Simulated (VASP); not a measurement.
**CdHgS2: single point with r2SCAN**

Crystal: CdHgS2.

```
Cd S Hg
1.0
    -2.91961    2.91961    5.85260
     2.91961   -2.91961    5.85260
     2.91961    2.91961   -5.85260
Cd S Hg
2 4 2
Direct
  0.00000 0.00000 0.00000
  0.75000 0.25000 0.50000
  0.37500 0.37144 0.49644
  0.12144 0.62500 0.99644
  0.87500 0.87856 0.50356
  0.62856 0.12500 0.00356
  0.50000 0.50000 0.00000
  0.25000 0.75000 0.50000
```

| Property | Result |
| --- | --- |
| Program | VASP 6.6.1 |
| Task | single point |
| Functional | r2SCAN |
| Potentials or basis | VASP PAW PBE potentials, release 64 (Cd, S, Hg) |
| Cutoff | 520 eV |
| k mesh | 6 × 6 × 6 |
| Occupations | gaussian, width 0.01 eV |
| Spin | no spin polarisation |
| Dipole correction | no |
| Further INCAR settings | ALGO = Normal; EDIFF = 1e-06; NBANDS = 46 |

```
Pressure               : 2.2 GPa
Band gap on the k mesh : 0.69 eV
```

Levels at points of the mesh, in eV from the valence-band top:
```csv
k point,band 34,band 35,band 36,band 37,band 38,band 39
"(0.00, 0.00, 0.00)",-0.01,-0.01,0.00,0.69,3.75,3.77
"(0.50, 0.00, 0.00)",-1.45,-0.99,-0.74,3.17,3.63,4.45
"(0.50, 0.50, 0.00)",-0.88,-0.78,-0.78,2.47,2.47,4.17
"(0.50, 0.50, 0.50)",-1.17,-1.14,-1.14,3.11,3.11,3.77
```

Wall time 35 min on 1 thread of Oxide Virtual Turin-like Processor, on a shared host, peak memory 0.56 GiB.

Caveat: the PAW data sets were made with another functional, which shifts forces and pressure a little; spin-orbit coupling is left out, which moves the levels of the heavy elements.
